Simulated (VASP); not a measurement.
# ZrSe2 in VASP: further runs

Runs on ZrSe2. Level: LDA. Tasks: relaxation of cell and atoms.

Everything below comes from runs of VASP 6.6.1. Logs are shortened: lines on timing, memory, paths and dates and some standing lists are left out, and cuts for length are marked.

## (1) The cell of the first run

The cell holds a slab with vacuum, 9 atoms: a = 3.798 Å, b = 3.798 Å, c = 33.480 Å, α = 90.00°, β = 90.00°, γ = 120.00°.

## (2) Relaxation of cell and atoms, LDA

File INCAR:

```
SYSTEM = ZrSe2
PREC = Accurate
ENCUT = 600
EDIFF = 1E-6
ISMEAR = 0
SIGMA = 0.03
LREAL = .FALSE.
LASPH = .TRUE.
NELM = 80
ALGO = Normal
ISIF = 3
LWAVE = .FALSE.
LCHARG = .FALSE.
GGA = CA
IBRION = 2
NSW = 90
EDIFFG = -0.01
LATTICE_CONSTRAINTS = .TRUE. .TRUE. .FALSE.
KPAR = 4
```

File KPOINTS:

```
Automatic mesh
0
G
  9 9 1
  0 0 0
```

File POSCAR:

```
ZrSe2
1.0
    3.7980000000      0.0000000000      0.0000000000
   -1.8990000000      3.2891644800      0.0000000000
    0.0000000000      0.0000000000     33.4800000000
Se Zr
6 3
Direct
    0.6666666700      0.3333333300      0.2688172000
    0.3333333300      0.6666666700      0.3612903200
    0.6666666700      0.3333333300      0.4537634400
    0.3333333300      0.6666666700      0.5462365600
    0.6666666700      0.3333333300      0.6387096800
    0.3333333300      0.6666666700      0.7311828000
    0.0000000000      0.0000000000      0.3150537600
    0.0000000000      0.0000000000      0.5000000000
    0.0000000000      0.0000000000      0.6849462400
```

Potentials or basis: VASP PAW LDA potentials, release 64 (Se, Zr_sv).

On the command line:

```
cat potpaw_LDA.64/Se/POTCAR potpaw_LDA.64/Zr_sv/POTCAR > POTCAR
mpirun -np 4 vasp_std > vasp.out
```

OUTCAR:

```text
SYSTEM = ZrSe2
   PREC = Accurate
   ENCUT = 600
   EDIFF = 1E-6
   ISMEAR = 0
   LREAL = .FALSE.
   LASPH = .TRUE.
   NELM = 80
   ISIF = 3
   GGA = CA
   IBRION = 2
   NSW = 90
   EDIFFG = -0.01

 ion  position               nearest neighbor table
   1  0.667  0.333  0.269-   7 2.68   7 2.68   7 2.68
   2  0.333  0.667  0.361-   7 2.68   7 2.68   7 2.68
   3  0.667  0.333  0.454-   8 2.68   8 2.68   8 2.68
   4  0.333  0.667  0.546-   8 2.68   8 2.68   8 2.68
   5  0.667  0.333  0.639-   9 2.68   9 2.68   9 2.68
   6  0.333  0.667  0.731-   9 2.68   9 2.68   9 2.68
   7  0.000  0.000  0.315-   1 2.68   2 2.68   1 2.68   2 2.68   1 2.68   2 2.68
   8  0.000  0.000  0.500-   3 2.68   4 2.68   4 2.68   3 2.68   3 2.68   4 2.68
   9  0.000  0.000  0.685-   6 2.68   5 2.68   6 2.68   5 2.68   6 2.68   5 2.68

  LATTYP: Found a hexagonal cell.
 ALAT       =     3.7980000000
 C/A-ratio  =     8.8151658768

  Lattice vectors:

 A1 = (   3.7980000000,   0.0000000000,   0.0000000000)
 A2 = (  -1.8990000000,   3.2891644800,   0.0000000000)
 A3 = (   0.0000000000,   0.0000000000,  33.4800000000)

Analysis of symmetry for initial positions (statically):
=====================================================================
 Subroutine PRICEL returns:
 Original cell was already a primitive cell.

 Routine SETGRP: Setting up the symmetry group for a
 hexagonal supercell.

 Subroutine GETGRP returns: Found 12 space group operations
 (whereof 12 operations were pure point group operations)
 out of a pool of 24 trial point group operations.

The static configuration has the point symmetry D_3d.

Analysis of symmetry for dynamics (positions and initial velocities):
=====================================================================
 Subroutine PRICEL returns:
 Original cell was already a primitive cell.

 Routine SETGRP: Setting up the symmetry group for a
 hexagonal supercell.

 Subroutine GETGRP returns: Found 12 space group operations
 (whereof 12 operations were pure point group operations)
 out of a pool of 24 trial point group operations.

The dynamic configuration has the point symmetry D_3d.

 Subroutine INISYM returns: Found 12 space group operations
 (whereof 12 operations are pure point group operations),
 and found     1 'primitive' translations

----------------------------------------------------------------------------------------

                                     Primitive cell

  volume of cell :     418.2404

  direct lattice vectors                    reciprocal lattice vectors
     3.798000000  0.000000000  0.000000000     0.263296472  0.152014289  0.000000000
    -1.899000000  3.289164480  0.000000000     0.000000000  0.304028578  0.000000000
[... 87 lines left out ...]
   LREAL  =      F    real-space projection
   EDIFFG = -.1E-01   stopping-criterion for IOM
   NSW    =     90    number of steps for IOM
   IBRION =      2    ionic relax: 0-MD 1-quasi-New 2-CG
   NFREE  =      1    steps in history (QN), initial steepest desc. (CG)
   ISIF   =      3    stress and relaxation
   ISYM   =      2    0-nonsym 1-usesym 2-fastsym
   POTIM  = 0.5000    time-step for ionic-motion
   TEBEG  =    0.0;   TEEND  =   0.0 temperature during run
   PSTRESS=    0.0 pullay stress
   NELECT =      72.0000    total number of electrons
   NUPDOWN=      -1.0000    fix difference up-down
   EMIN   =  10.00;   EMAX   =-10.00  energy-range for DOS
   EFERMI =   0.00;   METHOD = LEGACY
   ISMEAR =     0;   SIGMA  =   0.03  broadening in eV -4-tet -1-fermi 0-gaus
   EFERMI_NEDOS =   21; number of points for ismear=-14 and -15
   IALGO  =     38    algorithm
   IMIX   =      4    mixing-type and parameters
     AMIX     =   0.40;   BMIX     =  1.00
     AMIX_MAG =   1.60;   BMIX_MAG =  1.00
  volume/ion in A,a.u.               =      46.47       313.60
  Fermi-wavevector in a.u.,A,eV,Ry     =   0.910703  1.720980 11.284411  0.829381
  Thomas-Fermi vector in A             =   2.034897
   LORBIT       =      0    0 simple, 1 ext, 2 COOP (PROOUT), +10 PAW based schemes
   GGA     = CA    functional components
   LHFCALC =     F    Hartree Fock is set to
   AEXX    =    0.0000 exact exchange contribution
   IVDW    =     0    specifies the selected vdW correction
   LEPSILON=     F    determine dielectric tensor
   LRPA    =     F    only Hartree local field effects (RPA)
 conjugate gradient relaxation of ions
 non-spin polarized calculation
 Gauss-broadening in eV      SIGMA  =   0.03
  energy-cutoff  :      600.00
  volume of cell :      418.24
 maximum number of plane-waves:     14019
   NGX = 15   NGY = 15   NGZ =133

--------------------------------------- Ionic step        1  -------------------------------------------

 number of electron      71.9999999 magnetization

 Free energy of the ion-electron system (eV)
  ---------------------------------------------------
  ext. energy  EPLUGINS =         0.00000000
  ---------------------------------------------------
  free energy    TOTEN  =       -64.63021830 eV

  energy without entropy =      -64.63021830  energy(sigma->0) =      -64.63021830

 E-fermi :  -0.0419     XC(G=0):  -5.7015

 val. band max:       -0.3175030730   @ k =   0.0000   0.0000   0.0000
 cond. band min:       0.1012952983   @ k =   0.4444  -0.0000   0.0000
 fundamental gap:      0.4187983713
 Fermi energy:        -0.0419358732

 k-point     1 :       0.0000    0.0000    0.0000
  band No.  band energies     occupation
      1     -49.4390      2.00000
      2     -49.4390      2.00000
      3     -49.4379      2.00000
      4     -27.6442      2.00000
      5     -27.6442      2.00000
      6     -27.6436      2.00000
[... 663 lines left out ...]
  FREE ENERGIE OF THE ION-ELECTRON SYSTEM (eV)
  ---------------------------------------------------
  free  energy   TOTEN  =       -64.7250734765 eV

  energy  without entropy=      -64.7250734765  energy(sigma->0) =      -64.72507348

[... ionic steps 4 to 25 ...]

--------------------------------------- Ionic step       26  -------------------------------------------

 number of electron      72.0000005 magnetization

------------------------ aborting loop because EDIFF is reached ----------------------------------------
[... 81 lines left out ...]
--------------------------------------- Ionic step       28  -------------------------------------------

 number of electron      72.0000006 magnetization

 Free energy of the ion-electron system (eV)
  ---------------------------------------------------
  ext. energy  EPLUGINS =         0.00000000
  ---------------------------------------------------
  free energy    TOTEN  =       -64.78482280 eV

  energy without entropy =      -64.78475885  energy(sigma->0) =      -64.78479083

 E-fermi :   0.1947     XC(G=0):  -5.7654

 val. band max:        0.1460239287   @ k =   0.0000   0.0000   0.0000
 cond. band min:       0.2517088441   @ k =   0.4444  -0.0000   0.0000
 fundamental gap:      0.1056849154
 Fermi energy:         0.1947266428

 k-point     1 :       0.0000    0.0000    0.0000
  band No.  band energies     occupation
      1     -48.9630      2.00000
      2     -48.9630      2.00000
      3     -48.9596      2.00000
      4     -27.2032      2.00000
      5     -27.2032      2.00000
      6     -27.2001      2.00000
[... 577 lines left out ...]
  FREE ENERGIE OF THE ION-ELECTRON SYSTEM (eV)
  ---------------------------------------------------
  free  energy   TOTEN  =       -64.7848228046 eV

  energy  without entropy=      -64.7847588546  energy(sigma->0) =      -64.78479083

 reached required accuracy - stopping structural energy minimisation
```

Wall time 21 min (4 MPI ranks of Intel Xeon 6975P-C (Granite Rapids), shared host); peak memory 0.61 GiB.

What came out:

* Free energy: -64.7848 eV
* Relaxed cell: a = 3.704 Å, b = 3.704 Å, c = 33.480 Å, α = 90.00°, β = 90.00°, γ = 120.00°
* Space group after relaxing (to 0.1 Å): P-3m1 (No. 164)
* Energy gained by relaxing: 17.2 meV/atom
* Ionic steps: 28
* Largest force after relaxing: 0.006 eV/Å
* Band gap on the k mesh: 0.11 eV (least direct gap 0.93 eV)

Forces in eV/Å, atoms in the order of the input:
```
Se   0.000  0.000  0.003
Se   0.000  0.000 -0.006
Se   0.000  0.000  0.004
Se   0.000  0.000 -0.004
Se   0.000  0.000  0.006
Se   0.000  0.000 -0.003
Zr   0.000  0.000  0.004
Zr   0.000  0.000  0.000
Zr   0.000  0.000 -0.004
```

Step by step:
| step | energy change (eV) | largest force (eV/Å) | pressure (GPa) | volume (Å³) |
| --- | --- | --- | --- | --- |
| 1 | 0.0000 | 0.1759 | -1.61 | 418.24 |
| 2 | -0.0613 | 0.5103 | 1.24 | 395.28 |
| 3 | -0.0949 | 0.2932 | 0.11 | 403.61 |
| 4 | -0.1113 | 0.2139 | 0.03 | 401.68 |
| 5 | -0.1281 | 0.0754 | -0.18 | 396.83 |
| 6 | -0.1281 | 0.0742 | -0.17 | 396.99 |
| 7 | -0.1287 | 0.0473 | -0.19 | 397.06 |
| 8 | -0.1288 | 0.0721 | -0.20 | 397.10 |
| 9 | -0.1292 | 0.0704 | -0.19 | 396.97 |
| 10 | -0.1303 | 0.0660 | -0.12 | 396.57 |
| 11 | -0.1314 | 0.1077 | 0.00 | 395.79 |
| 12 | -0.1317 | 0.1073 | 0.00 | 395.85 |
| 13 | -0.1325 | 0.1060 | -0.03 | 396.03 |
| 14 | -0.1340 | 0.1038 | -0.08 | 396.38 |
| 15 | -0.1362 | 0.0990 | -0.17 | 397.10 |
| 16 | -0.1377 | 0.1550 | -0.35 | 398.52 |
| 17 | -0.1383 | 0.1555 | -0.34 | 398.54 |
| 18 | -0.1402 | 0.1584 | -0.33 | 398.58 |
| 19 | -0.1434 | 0.1640 | -0.31 | 398.66 |
| 20 | -0.1480 | 0.1770 | -0.27 | 398.82 |
| 21 | -0.1477 | 0.2164 | -0.16 | 399.15 |
| 22 | -0.1496 | 0.1924 | -0.22 | 398.97 |
| 23 | -0.1534 | 0.0825 | -0.02 | 397.66 |
| 24 | -0.1538 | 0.0745 | 0.08 | 397.05 |
| 25 | -0.1544 | 0.0361 | 0.02 | 397.52 |
| 26 | -0.1545 | 0.0327 | -0.02 | 397.79 |
| 27 | -0.1546 | 0.0173 | -0.01 | 397.82 |
| 28 | -0.1546 | 0.0058 | -0.01 | 397.85 |

Final structure:
```yaml
crystal:
  lattice:
    - [3.70426, 0.00000, 0.00000]
    - [-1.85213, 3.20798, 0.00000]
    - [0.00000, 0.00000, 33.48000]
  atoms:
    - { symbol: Se, position: [0.66667, 0.33333, 0.27491] }
    - { symbol: Se, position: [0.33333, 0.66667, 0.36918] }
    - { symbol: Se, position: [0.66667, 0.33333, 0.45276] }
    - { symbol: Se, position: [0.33333, 0.66667, 0.54724] }
    - { symbol: Se, position: [0.66667, 0.33333, 0.63082] }
    - { symbol: Se, position: [0.33333, 0.66667, 0.72509] }
    - { symbol: Zr, position: [0.00000, 0.00000, 0.32193] }
    - { symbol: Zr, position: [0.00000, 0.00000, 0.50000] }
    - { symbol: Zr, position: [0.00000, 0.00000, 0.67807] }
```

Levels at points of the mesh, in eV from the valence-band top:
```csv
k point,band 32,band 33,band 34,band 35,band 36,band 37,band 38,band 39,band 40,band 41
"(0.00, 0.00, 0.00)",-0.22,-0.09,-0.09,0.00,0.00,0.93,0.93,0.95,0.95,0.97
```

LDA usually gives volumes a few per cent too small. Zero-point motion and thermal expansion aren't in these numbers.

## (3) Relaxation of cell and atoms, LDA

This run uses another cell than the first one.

INCAR: that of step 2 with these lines changed.

```diff
@@ -3,3 +3,3 @@
 ENCUT = 600
-EDIFF = 1E-6
+EDIFF = 1E-7
 ISMEAR = 0
@@ -16,3 +16,3 @@
 NSW = 90
-EDIFFG = -0.01
+EDIFFG = -0.005
 LATTICE_CONSTRAINTS = .TRUE. .TRUE. .FALSE.
```

KPOINTS is that of step 2.

File POSCAR:

```
ZrSe2                                   
1.0
    3.7042606595      0.0000000000      0.0000000000
   -1.8521303297      3.2079838301      0.0000000000
    0.0000000000      0.0000000000     33.4800000000
  Se              Zr            
     6     3
Direct
     0.6666666699999979    0.3333333300000021    0.2749117170159778
     0.3333333300000021    0.6666666699999979    0.3691778911384634
     0.6666666699999979    0.3333333300000021    0.4527614661212846
     0.3333333300000021    0.6666666699999979    0.5472385338787152
     0.6666666699999979    0.3333333300000021    0.6308221088615367
     0.3333333300000021    0.6666666699999979    0.7250882829840222
     0.0000000000000000    0.0000000000000000    0.3219336041458909
     0.0000000000000000    0.0000000000000000    0.5000000000000000
     0.0000000000000000    0.0000000000000000    0.6780663958541093
```

Potentials or basis: VASP PAW LDA potentials, release 64 (Se, Zr_sv).

On the command line:

```
cat potpaw_LDA.64/Se/POTCAR potpaw_LDA.64/Zr_sv/POTCAR > POTCAR
mpirun -np 4 vasp_std > vasp.out
```

Run time: 2.9 min. Hardware: 4 MPI ranks of Intel Xeon 6975P-C (Granite Rapids), shared host; peak memory 0.54 GiB.

Results (log left out):

| Property | Result |
| --- | --- |
| Free energy | -64.7836 eV |
| Relaxed cell | a = 3.704 Å, b = 3.704 Å, c = 33.480 Å, α = 90.00°, β = 90.00°, γ = 120.00° |
| Space group after relaxing (to 0.1 Å) | P-3m1 (No. 164) |
| Energy gained by relaxing | 0.0 meV/atom |
| Ionic steps | 2 |
| Band gap on the k mesh | 0.10 eV (least direct gap 0.93 eV) |

Final structure:
```
Se Zr
1.0
     3.70387    0.00000    0.00000
    -1.85193    3.20764    0.00000
     0.00000    0.00000   33.48000
Se Zr
6 3
Direct
  0.66667 0.33333 0.27492
  0.33333 0.66667 0.36917
  0.66667 0.33333 0.45277
  0.33333 0.66667 0.54723
  0.66667 0.33333 0.63083
  0.33333 0.66667 0.72508
  0.00000 0.00000 0.32194
  0.00000 0.00000 0.50000
  0.00000 0.00000 0.67806
```

Levels at points of the mesh, in eV from the valence-band top:
```csv
k point,band 33,band 34,band 35,band 36,band 37,band 38,band 39,band 40
"(0.00, 0.00, 0.00)",-0.08,-0.08,0.00,0.00,0.93,0.93,0.95,0.95
```
